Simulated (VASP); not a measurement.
A run of VASP 6.6.1:

INCAR

```
SYSTEM = CaSe
ALGO     = Normal         ! electronic algorithm
EDIFF    = 1E-6           ! SCF threshold, eV
ENCUT    = 520            ! plane-wave cutoff, eV
GGA      = PE             ! functional
ISIF     = 2              ! what is computed and relaxed
ISMEAR   = -1             ! smearing method
LASPH    = .TRUE.         ! aspherical terms in the spheres
LCHARG   = .FALSE.        ! write CHGCAR
LREAL    = .FALSE.        ! projectors in reciprocal space
LWAVE    = .FALSE.        ! write WAVECAR
NBANDS   = 15             ! bands
NELM     = 100            ! most SCF steps
PREC     = Accurate       ! precision mode
SIGMA    = 0.02           ! smearing width, eV
```

Contents of KPOINTS:

```
k-points
0
G
  6 6 6
  0 0 0
```

Contents of POSCAR:

```
CaSe
1.0
    0.0000000000      2.9792669638      2.9792669638
    2.9792669638      0.0000000000      2.9792669638
    2.9792669638      2.9792669638      0.0000000000
Ca Se
1 1
Direct
    0.0000000000      0.0000000000      0.0000000000
    0.5000000000      0.5000000000      0.5000000000
```

Potentials or basis: VASP PAW PBE potentials, release 64 (Ca_sv, Se).

Command:

```console
$ cat potpaw_PBE.64/Ca_sv/POTCAR potpaw_PBE.64/Se/POTCAR > POTCAR
$ mpirun -np 1 vasp_std > vasp.out
```

Hardware: 1 thread of AMD EPYC 7R13, on a shared host.

Question: Estimate the wall time of this run.

Answer: Wall time 23 s on 1 thread of AMD EPYC 7R13, on a shared host, peak memory 0.15 GiB. Counts: scf iterations 13, k points 16.
